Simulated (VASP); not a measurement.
# AlSi62 (a cell with a defect) in VASP: notebook, part 3 of 3

VASP 6.6.1.

**5. Single point, PBE+D3(BJ)**

File INCAR:

```
PREC = Accurate
ENCUT = 520
EDIFF = 1E-6
ISMEAR = 0
SIGMA = 0.05
LREAL = Auto
LASPH = T
NELM = 80
ALGO = Normal
ISIF = 2
LWAVE = F
LCHARG = F
GGA = PE
IVDW = 12
NBANDS = 162
NELECT = 252.0
```

File KPOINTS:

```
Automatic mesh
0
Gamma
  1 1 1
```

File POSCAR:

```
AlSi62
1.0
   10.8600000000      0.0000000000      0.0000000000
    0.0000000000     10.8600000000      0.0000000000
    0.0000000000      0.0000000000     10.8600000000
Si Al
62 1
Direct
    0.4914580110     -0.0089120626      0.0045325967
    0.6224449355      0.1228605893      0.1242268877
    0.7505313076      0.2503642726      0.0003612339
    0.8814319521      0.3810974217      0.1210210866
    0.7480184162      0.0017637201      0.2517287293
    0.8758346225      0.1278245856      0.3740989871
   -0.0027207182      0.0010100368      0.0007436464
    0.1247362799      0.1247554328      0.1252626151
    0.2495286372      0.2495762431      0.0003375691
    0.3756793738      0.3743332413      0.1255229282
    0.5004240331      0.4985225599      0.0005797422
    0.6251426335      0.6248953959      0.1253263352
    0.7498778085      0.7496907919      0.0004664825
    0.8725955801      0.8774759669      0.1260782689
    0.2492622468      0.0014059853      0.2530064457
    0.3769250460      0.1263117864      0.3762294659
    0.5016259669      0.2501325046      0.2502901473
    0.6277504604      0.3762758748      0.3739846225
    0.7536436464      0.5017115101      0.2481859116
    0.8837531308      0.6294989871      0.3660228361
    0.4982113260     -0.0013130755      0.5031574586
    0.6244888582      0.1246608656      0.6254546961
    0.7497980663      0.2501113260      0.5001456722
    0.8759624309      0.3763255985      0.6221006446
    0.7466549724     -0.0013888582      0.7518300184
    0.8738247698      0.1259616943      0.8730451197
    0.0115232965      0.5117637201     -0.0021168508
    0.3616685083      0.8614178637      0.1297294659
    0.0016802947      0.2530779006      0.2482218232
    0.1290455801      0.3819120626      0.3675088398
    0.2528455801      0.5123512891      0.2378121547
    0.3764969613      0.6239419890      0.3763598527
    0.5013030387      0.7491548803      0.2526069061
    0.6252870166      0.8758975138      0.3772450276
   -0.0022205341      0.0015232965      0.5021350829
    0.1253930939      0.1234918969      0.6267117864
    0.2494008287      0.2511043278      0.4988639042
    0.3753844383      0.3729097606      0.6255769797
    0.5008129834      0.4979919890      0.5013187845
    0.6250376611      0.6247589319      0.6247053407
    0.7525104972      0.7488058011      0.4975997238
    0.8726946593      0.8755183241      0.6252474217
    0.2454928177     -0.0080865562      0.7573882136
    0.3723675875      0.1205630755      0.8774700737
    0.4980732044      0.2463287293      0.7519010129
    0.6246374770      0.3729962247      0.8742182320
    0.7488141805      0.4983501842      0.7488849908
    0.8736586556      0.6238864641      0.8737607735
    0.0120560773      0.7561867403      0.2379418969
    0.1237724678      0.8777060773      0.3774312155
    0.0017093923      0.5016840700      0.4959836096
    0.1245950276      0.6248059853      0.6245669429
    0.2494216390      0.7496758748      0.4998517495
    0.3725174954      0.8727955801      0.6280743094
   -0.0004604052      0.2501590239      0.7483073665
    0.1242335175      0.3743919890      0.8743604052
    0.2492230203      0.4986552486      0.7495499079
    0.3662002762      0.6232590239      0.8836269797
    0.4952972376      0.7464578269      0.7543789134
    0.6214893186      0.8727200737      0.8773975138
   -0.0022245856      0.7489275322      0.7490264273
    0.1211780847      0.8620792818      0.8874263352
    0.1731674954      0.6783059853      0.0796363720
```

Potentials or basis: VASP PAW PBE potentials, release 64 (Si, Al).

Launch:

```console
> cat potpaw_PBE.64/Si/POTCAR potpaw_PBE.64/Al/POTCAR > POTCAR
> mpirun -np 1 vasp_gam > vasp.out
```

OUTCAR:

```text
PREC = Accurate
   ENCUT = 520
   EDIFF = 1E-6
   ISMEAR = 0
   LREAL = Auto
   LASPH = T
   NELM = 80
   ISIF = 2
   GGA = PE
   IVDW = 12
   NELECT = 252.0
 IVDW          = 12

 ion  position               nearest neighbor table
   1  0.491  0.991  0.005-  60 2.36  44 2.36   2 2.40  28 2.41
   2  0.622  0.123  0.124-  17 2.35   5 2.35   3 2.38   1 2.40
   3  0.751  0.250  0.000-  46 2.35  26 2.35   2 2.38   4 2.40
   4  0.881  0.381  0.121-  29 2.36  19 2.36   3 2.40  27 2.41
   5  0.748  0.002  0.252-  34 2.35   2 2.35  14 2.35   6 2.36
   6  0.876  0.128  0.374-  23 2.35   5 2.36  35 2.36  29 2.36
[... 54 lines left out ...]
  61  0.998  0.749  0.749-  48 2.34  52 2.35  42 2.35  62 2.36
  62  0.121  0.862  0.887-  61 2.36   7 2.37  43 2.41  63 2.94
  63  0.173  0.678  0.080-  49 2.59  31 2.64  27 2.67  28 2.91  62 2.94  58 3.05

  LATTYP: Found a simple cubic cell.
 ALAT       =    10.8600000000

  Lattice vectors:

 A1 = (  10.8600000000,   0.0000000000,   0.0000000000)
 A2 = (   0.0000000000,  10.8600000000,   0.0000000000)
 A3 = (   0.0000000000,   0.0000000000,  10.8600000000)
[... 279 lines left out ...]
 Fermi energy:         6.2338756633

 k-point     1 :       0.0000    0.0000    0.0000
  band No.  band energies     occupation
      1      -6.1940      2.00000
      2      -5.1505      2.00000
      3      -5.1487      2.00000
      4      -5.1466      2.00000
      5      -5.1416      2.00000
      6      -5.0814      2.00000
[... 130 lines left out ...]
    137       6.9075      0.00000
    138       6.9090      0.00000
 [bands above 138 left out]

------------------------ aborting loop because EDIFF is reached ----------------------------------------

 Edisp (eV)  -19.66285

 E6    (eV) :   -11.5013

 E8    (eV) :    -8.1616

  FORCE on cell =-STRESS in cart. coord.  units (eV):
  Direction    XX          YY          ZZ          XY          YZ          ZX
  --------------------------------------------------------------------------------------
  -------------------------------------------------------------------------------------
  Total       3.97727     3.43580     4.17833    -5.87811     5.82946     5.25419
  in kB       4.97515     4.29783     5.22665    -7.35291     7.29204     6.57244
  external pressure =        4.83 kB  Pullay stress =        0.00 kB

 VOLUME and BASIS-vectors are now :
 -----------------------------------------------------------------------------
  energy-cutoff  :      520.00
  volume of cell :     1280.82
      direct lattice vectors                 reciprocal lattice vectors
    10.860000000  0.000000000  0.000000000     0.092081031  0.000000000  0.000000000
     0.000000000 10.860000000  0.000000000     0.000000000  0.092081031  0.000000000
     0.000000000  0.000000000 10.860000000     0.000000000  0.000000000  0.092081031

 POSITION                                       TOTAL-FORCE (eV/Angst)
 -----------------------------------------------------------------------------------
      5.33723     10.76322      0.04922         0.026010      0.027174     -0.011748
      6.75975      1.33427      1.34910         0.015355      0.013135     -0.001440
      8.15077      2.71896      0.00392         0.015595      0.020532     -0.000723
      9.57235      4.13872      1.31429         0.018925      0.020853     -0.008920
      8.12348      0.01915      2.73377         0.007435      0.003313     -0.003835
      9.51156      1.38817      4.06271         0.000385      0.000303     -0.000380
[... 55 lines left out ...]
      1.31599      9.36218      9.63745         0.004119      0.040901     -0.040108
      1.88060      7.36640      0.86485        -0.145835     -0.258961      0.086362
 -----------------------------------------------------------------------------------
    total drift:                                0.002438      0.007475      0.011245

  FREE ENERGIE OF THE ION-ELECTRON SYSTEM (eV)
  ---------------------------------------------------
  free  energy   TOTEN  =      -344.4982799094 eV

  energy  without entropy=     -344.4419413272  energy(sigma->0) =     -344.47011062
```

OSZICAR:

```text
N       E                     dE             d eps       ncg     rms          rms(c)
DAV:   1     0.127211603461E+04    0.12721E+04   -0.10952E+05   324   0.137E+03
DAV:   2    -0.160114944019E+03   -0.14322E+04   -0.13579E+04   424   0.218E+02
DAV:   3    -0.325826085262E+03   -0.16571E+03   -0.15863E+03   408   0.639E+01
DAV:   4    -0.331086797144E+03   -0.52607E+01   -0.52283E+01   376   0.134E+01
DAV:   5    -0.331205005922E+03   -0.11821E+00   -0.11769E+00   392   0.235E+00    0.272E+01
DAV:   6    -0.326630030987E+03    0.45750E+01   -0.34651E+00   352   0.289E+00    0.167E+01
DAV:   7    -0.324857295665E+03    0.17727E+01   -0.61466E+00   360   0.401E+00    0.189E+00
DAV:   8    -0.324820500477E+03    0.36795E-01   -0.44089E-01   360   0.138E+00    0.100E+00
DAV:   9    -0.324823522318E+03   -0.30218E-02   -0.77291E-02   368   0.490E-01    0.622E-01
DAV:  10    -0.324830680979E+03   -0.71587E-02   -0.26546E-02   360   0.270E-01    0.321E-01
DAV:  11    -0.324834305607E+03   -0.36246E-02   -0.58787E-03   360   0.152E-01    0.138E-01
DAV:  12    -0.324835078607E+03   -0.77300E-03   -0.84326E-04   368   0.629E-02    0.896E-02
DAV:  13    -0.324835410989E+03   -0.33238E-03   -0.50055E-04   344   0.466E-02    0.181E-02
DAV:  14    -0.324835423548E+03   -0.12559E-04   -0.51292E-05   376   0.136E-02    0.119E-02
DAV:  15    -0.324835425143E+03   -0.15942E-05   -0.89575E-06   368   0.623E-03    0.596E-03
DAV:  16    -0.324835427047E+03   -0.19046E-05   -0.38121E-06   296   0.392E-03    0.237E-03
DAV:  17    -0.324835427306E+03   -0.25863E-06   -0.25310E-07   192   0.114E-03
   1 F= -.34449828E+03 E0= -.34447011E+03  d E =-.563386E-01
```

stdout:

```text
POSCAR found type information on POSCAR SiAl
 POSCAR found :  2 types and      63 ions
 scaLAPACK will be used
 LDA part: xc-table for (Slater+PW92), standard interpolation
 POSCAR, INCAR and KPOINTS ok, starting setup
 FFT: planning ... GRIDC
 FFT: planning ... GRID_SOFT
 FFT: planning ... GRID
 WAVECAR not read
 entering main loop
 the old and the new charge density differ
 old charge density:   251.00000 new  252.00000
    0.272E+01
```

Run time: 20 min. Hardware: 1 thread of Intel Xeon 8259CL, shared host; peak memory 0.99 GiB.

Results:

- Free energy: -344.4983 eV
- Largest force: 0.309 eV/Å
- Dispersion energy per atom: -0.312 eV

Forces in eV/Å, atoms in the order of the input:
```
Si   0.026  0.027 -0.012
Si   0.015  0.013 -0.001
Si   0.016  0.021 -0.001
Si   0.019  0.021 -0.009
Si   0.007  0.003 -0.004
Si   0.000  0.000  0.000
Si   0.000  0.006  0.007
Si   0.003  0.010 -0.004
Si  -0.002  0.006  0.002
Si   0.009 -0.004  0.005
Si   0.004 -0.001  0.006
Si   0.003 -0.002 -0.006
Si   0.003 -0.003  0.000
Si   0.006 -0.005 -0.002
Si  -0.006  0.005 -0.001
Si  -0.007 -0.002  0.004
Si  -0.005 -0.008  0.002
Si   0.001  0.000 -0.003
Si   0.006  0.004 -0.002
Si  -0.014 -0.011  0.014
Si   0.001  0.001 -0.001
Si   0.001 -0.001 -0.002
Si  -0.003  0.005  0.003
Si   0.001 -0.003  0.001
Si   0.002  0.000 -0.001
Si  -0.007 -0.002  0.005
Si   0.020  0.027 -0.011
Si   0.026  0.030 -0.009
Si   0.001  0.012 -0.005
Si   0.003  0.009 -0.006
Si   0.023 -0.006  0.010
Si   0.002 -0.010  0.008
Si   0.005 -0.010  0.005
Si   0.003  0.003 -0.005
Si   0.003  0.005 -0.006
Si   0.004  0.010 -0.010
Si   0.003  0.011 -0.004
Si   0.005  0.006 -0.002
Si   0.002  0.008  0.000
Si  -0.004 -0.004  0.008
Si  -0.006  0.015  0.006
Si   0.004  0.005 -0.002
Si   0.012  0.025 -0.023
Si  -0.001  0.013 -0.001
Si   0.001 -0.001 -0.001
Si   0.000  0.006 -0.005
Si   0.004  0.007 -0.001
Si   0.000 -0.012  0.003
Si  -0.022 -0.002  0.019
Si   0.001 -0.005 -0.007
Si   0.000  0.003 -0.003
Si   0.004 -0.001 -0.003
Si   0.001 -0.002 -0.001
Si   0.003  0.003 -0.007
Si  -0.003 -0.006  0.007
Si  -0.007  0.002 -0.006
Si  -0.005 -0.002 -0.004
Si  -0.012 -0.002  0.008
Si  -0.007  0.006  0.007
Si   0.007  0.002 -0.004
Si  -0.007 -0.008 -0.006
Si   0.004  0.041 -0.040
Al  -0.146 -0.259  0.086
```

Caveat: the k points lie up to 0.58 Å⁻¹ apart; the cell carries a net charge on a neutralising background, which shifts energy and pressure; the cell is charged against a uniform background, so pressure and absolute levels hang on convention.
